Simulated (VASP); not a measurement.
# BAs (I-4m2) in VASP: further runs, part 2 of 2

VASP 6.6.1. The steps go on from the part before.

## (4) Single point, r2SCAN (epitaxial xy strain -3.0%)

File POSCAR:

```
BAs
1.0
    0.0000000000      2.3201115760      2.4249710624
    2.3201115760      0.0000000000      2.4249710624
    2.3201115760      2.3201115760      0.0000000000
B As
1 1
Direct
    0.0000000000      0.0000000000      0.0000000000
    0.2500000000      0.2500000000      0.2500000000
```

File INCAR.step1:

```
SYSTEM = BAs
  ALGO = Normal
  EDIFF = 1E-4
  ENCUT = 520
  GGA = PE
  ISMEAR = 0
  LASPH = .TRUE.
  LCHARG = .FALSE.
  LREAL = .FALSE.
  LWAVE = .TRUE.
  NBANDS = 11
  NELM = 100
  PREC = Accurate
  SIGMA = 0.01
```

File INCAR.step2:

```
SYSTEM = BAs
  ALGO = Normal
  EDIFF = 1E-7
  ENCUT = 520
  ISIF = 2
  ISMEAR = 0
  ISTART = 1
  LASPH = .TRUE.
  LCHARG = .FALSE.
  LMIXTAU = .TRUE.
  LREAL = .FALSE.
  LWAVE = .FALSE.
  METAGGA = R2SCAN
  NBANDS = 11
  NELM = 100
  PREC = Accurate
  SIGMA = 0.01
```

File KPOINTS:

```
k-points
0
G
  10 10 10
  0 0 0
```

Potentials or basis: VASP PAW PBE potentials, release 64 (B, As).

On the command line:

```bash
cat potpaw_PBE.64/B/POTCAR potpaw_PBE.64/As/POTCAR > POTCAR
cp INCAR.step1 INCAR
mpirun -np 1 vasp_std > vasp.out
cp INCAR.step2 INCAR
mpirun -np 1 vasp_std > vasp.out
```

OUTCAR:

```text
SYSTEM = BAs
   EDIFF = 1E-7
   ENCUT = 520
   ISIF = 2
   ISMEAR = 0
   ISTART = 1
   LASPH = .TRUE.
   LREAL = .FALSE.
   METAGGA = R2SCAN
   NELM = 100
   PREC = Accurate

 ion  position               nearest neighbor table
   1  0.000  0.000  0.000-   2 2.04   2 2.04   2 2.04   2 2.04
   2  0.250  0.250  0.250-   1 2.04   1 2.04   1 2.04   1 2.04

  LATTYP: Found a body centered tetragonal cell.
 ALAT       =     3.2811332570
 C/A-ratio  =     1.4781301901

  Lattice vectors:

 A1 = (  -2.3201115760,   0.0000000000,   2.4249710624)
 A2 = (   2.3201115760,   0.0000000000,   2.4249710624)
 A3 = (   0.0000000000,   2.3201115760,  -2.4249710624)

Analysis of symmetry for initial positions (statically):
=====================================================================
 Subroutine PRICEL returns:
 Original cell was already a primitive cell.

 Routine SETGRP: Setting up the symmetry group for a
 body centered tetragonal supercell.

 Subroutine GETGRP returns: Found  8 space group operations
 (whereof  8 operations were pure point group operations)
 out of a pool of 16 trial point group operations.

The static configuration has the point symmetry D_2d.

Analysis of symmetry for dynamics (positions and initial velocities):
=====================================================================
 Subroutine PRICEL returns:
 Original cell was already a primitive cell.

 Routine SETGRP: Setting up the symmetry group for a
 body centered tetragonal supercell.

 Subroutine GETGRP returns: Found  8 space group operations
 (whereof  8 operations were pure point group operations)
 out of a pool of 16 trial point group operations.

The dynamic configuration has the point symmetry D_2d.

 Subroutine INISYM returns: Found  8 space group operations
 (whereof  8 operations are pure point group operations),
 and found     1 'primitive' translations

----------------------------------------------------------------------------------------

                                     Primitive cell

  volume of cell :      26.1068

  direct lattice vectors                    reciprocal lattice vectors
     0.000000000  2.320111576  2.424971062    -0.215506877  0.215506877  0.206188027
     2.320111576  0.000000000  2.424971062     0.215506877 -0.215506877  0.206188027
     2.320111576  2.320111576  0.000000000     0.215506877  0.215506877 -0.206188027

  length of vectors
     3.356099280  3.356099280  3.281133257     0.367967296  0.367967296  0.367967296

  position of ions in fractional coordinates (direct lattice)
     0.000000000  0.000000000  0.000000000
     0.250000000  0.250000000  0.250000000

  ion indices of the primitive-cell ions
   primitive index   ion index
                 1           1
                 2           2

----------------------------------------------------------------------------------------

 KPOINTS: k-points

Automatic generation of k-mesh.
 Grid dimensions read from file:
 generate k-points for:   10   10   10

 Generating k-lattice:

  Cartesian coordinates                     Fractional coordinates (reciprocal lattice)
    -0.021550688  0.021550688  0.020618803     0.100000000  0.000000000  0.000000000
[... 40 lines left out ...]
 [... further k-points ...]
   k-points           NKPTS =    102   k-points in BZ     NKDIM =    102   number of bands    NBANDS=     11
   number of dos      NEDOS =    301   number of ions     NIONS =      2
   total plane-waves  NPLWV =  18816
   dimension x,y,z NGX =    28 NGY =   28 NGZ =   24
   dimension x,y,z NGXF=    56 NGYF=   56 NGZF=   48
   ions per type =               1   1
   NGX,Y,Z   is equivalent  to a cutoff of  13.87, 13.87, 12.16 a.u.
   NGXF,Y,Z  is equivalent  to a cutoff of  27.74, 27.74, 24.32 a.u.
 SYSTEM =  BAs
   PREC   = accura    normal or accurate (medium, high low for compatibility)
   ISTART =      1    job   : 0-new  1-cont  2-samecut
   ICHARG =      0    charge: 1-file 2-atom 10-const
   ISPIN  =      1    spin polarized calculation?
   LNONCOLLINEAR =      F non collinear calculations
   LSORBIT =      F    spin-orbit coupling
   LASPH  =      T    aspherical Exc in radial PAW
   ENCUT  =  520.0 eV  38.22 Ry    6.18 a.u.   6.24  6.24  6.10*2*pi/ulx,y,z
   NELM   =    100;   NELMIN=  2; NELMDL=  0     # of ELM steps
   EDIFF  = 0.1E-06   stopping-criterion for ELM
   LREAL  =      F    real-space projection
   EDIFFG = 0.1E-05   stopping-criterion for IOM
   NSW    =      0    number of steps for IOM
   IBRION =     -1    ionic relax: 0-MD 1-quasi-New 2-CG
   NFREE  =      0    steps in history (QN), initial steepest desc. (CG)
   ISIF   =      2    stress and relaxation
   ISYM   =      2    0-nonsym 1-usesym 2-fastsym
   POTIM  = 0.5000    time-step for ionic-motion
   TEBEG  =    0.0;   TEEND  =   0.0 temperature during run
   PSTRESS=    0.0 pullay stress
   NELECT =       8.0000    total number of electrons
   NUPDOWN=      -1.0000    fix difference up-down
   EMIN   =  10.00;   EMAX   =-10.00  energy-range for DOS
   EFERMI =   0.00;   METHOD = LEGACY
   ISMEAR =     0;   SIGMA  =   0.01  broadening in eV -4-tet -1-fermi 0-gaus
   EFERMI_NEDOS =   21; number of points for ismear=-14 and -15
   IALGO  =     38    algorithm
   IMIX   =      4    mixing-type and parameters
     AMIX     =   0.40;   BMIX     =  1.00
     AMIX_MAG =   1.60;   BMIX_MAG =  1.00
  volume/ion in A,a.u.               =      13.05        88.09
  Fermi-wavevector in a.u.,A,eV,Ry     =   1.103706  2.085702 16.574167  1.218167
  Thomas-Fermi vector in A             =   2.240168
   LORBIT       =      0    0 simple, 1 ext, 2 COOP (PROOUT), +10 PAW based schemes
   METAGGA = R2SCAN    functional components
   LHFCALC =     F    Hartree Fock is set to
   AEXX    =    0.0000 exact exchange contribution
   IVDW    =     0    specifies the selected vdW correction
   LEPSILON=     F    determine dielectric tensor
   LRPA    =     F    only Hartree local field effects (RPA)
 non-spin polarized calculation
 Gauss-broadening in eV      SIGMA  =   0.01
  energy-cutoff  :      520.00
  volume of cell :       26.11
 maximum number of plane-waves:       718
 NGX is ok and might be reduce to    28
   NGX = 13   NGY = 13   NGZ = 13

 number of electron       8.0000001 magnetization

 Free energy of the ion-electron system (eV)
  ---------------------------------------------------
  ext. energy  EPLUGINS =         0.00000000
  ---------------------------------------------------
  free energy    TOTEN  =       -22.19976724 eV

  energy without entropy =      -22.19976724  energy(sigma->0) =      -22.19976724

 E-fermi :   6.7454     XC(G=0): -11.3308

 val. band max:        6.6786925589   @ k =   0.0000   0.0000   0.0000
 cond. band min:       7.6384494648   @ k =   0.4000   0.0000   0.4000
 fundamental gap:      0.9597569059
 Fermi energy:         6.7454181444

 k-point     1 :       0.0000    0.0000    0.0000
  band No.  band energies     occupation
      1     -10.0589      2.00000
      2       6.1865      2.00000
      3       6.6787      2.00000
      4       6.6787      2.00000
      5       9.9196      0.00000
      6       9.9196      0.00000
      7      10.2301      0.00000
      8      12.2200      0.00000
      9      17.1468      0.00000
     10      19.3984      0.00000
     11      20.7787      0.00000
[... 309 lines left out ...]
 k-point    24 :       0.4000    0.3000    0.0000
  band No.  band energies     occupation
      1      -7.2961      2.00000
      2      -0.6913      2.00000
      3       2.2951      2.00000
      4       2.9508      2.00000
      5       8.8074      0.00000
      6      10.5356      0.00000
      7      16.1689      0.00000
      8      16.4864      0.00000
      9      19.5463      0.00000
     10      23.6136      0.00000
     11      23.6302      0.00000

 [... further k-points ...]

------------------------ aborting loop because EDIFF is reached ----------------------------------------

  FORCE on cell =-STRESS in cart. coord.  units (eV):
  Direction    XX          YY          ZZ          XY          YZ          ZX
  --------------------------------------------------------------------------------------
  -------------------------------------------------------------------------------------
  Total        1.8469499      1.8469499      0.0607144      0.0000000      0.0000000      0.0000000
  in kB      113.3473559    113.3473559      3.7260437      0.0000000      0.0000000      0.0000000
  external PRESSURE =      76.8069185 kB  Pullay stress =       0.0000000 kB

 VOLUME and BASIS-vectors are now :
 -----------------------------------------------------------------------------
  energy-cutoff  :      520.00
  volume of cell :       26.11
      direct lattice vectors                 reciprocal lattice vectors
     0.000000000  2.320111576  2.424971062    -0.215506877  0.215506877  0.206188027
     2.320111576  0.000000000  2.424971062     0.215506877 -0.215506877  0.206188027
     2.320111576  2.320111576  0.000000000     0.215506877  0.215506877 -0.206188027

 POSITION                                       TOTAL-FORCE (eV/Angst)
 -----------------------------------------------------------------------------------
      0.00000      0.00000      0.00000        -0.000000      0.000000      0.000000
      1.16006      1.16006      1.21249         0.000000     -0.000000     -0.000000
 -----------------------------------------------------------------------------------
    total drift:                               -0.000014     -0.000014      0.000002

  FREE ENERGIE OF THE ION-ELECTRON SYSTEM (eV)
  ---------------------------------------------------
  free  energy   TOTEN  =       -22.1997672425 eV

  energy  without entropy=      -22.1997672425  energy(sigma->0) =      -22.19976724
```

Run time: 2.2 min. Hardware: 1 thread of Intel Xeon 8259CL, shared host; peak memory 0.18 GiB.

Results:

| Property | Result |
| --- | --- |
| Free energy | -22.1998 eV |
| Pressure | 7.7 GPa |
| Band gap on the k mesh | 0.96 eV, indirect (least direct gap 3.24 eV) |

Caveat: the cell differs from its parent crystal (epitaxial xy strain -3.0%); the PAW data sets were made with another functional, which shifts forces and pressure a little. A k mesh can miss the band edges.

## (5) The runs side by side

```tsv
level	cell	smearing	gap on the mesh (eV)	pressure (GPa)
PBE	a = 3.392, b = 3.392, c = 3.416 Å, angles 59.8, 59.8, 60.5°, 2 atoms	fermi-dirac 0.02 eV	0.98	0.7
PBE	a = 3.401, b = 3.401, c = 3.450 Å, angles 59.5, 59.5, 61.0°, 2 atoms	fermi-dirac 0.02 eV	0.79	-1.3
r2SCAN	a = 3.356, b = 3.356, c = 3.281 Å, angles 60.7, 60.7, 58.5°, 2 atoms	gaussian 0.01 eV	0.96	7.7
```

Alike in all rows: task single point; potentials or basis VASP PAW PBE potentials, release 64 (B, As); no spin polarisation; k mesh 10 × 10 × 10; cutoff (eV) 520.

Caveats: the PAW data sets were made with another functional, which shifts forces and pressure a little (some runs).

Absolute energies hang on the potentials; compare differences alone.
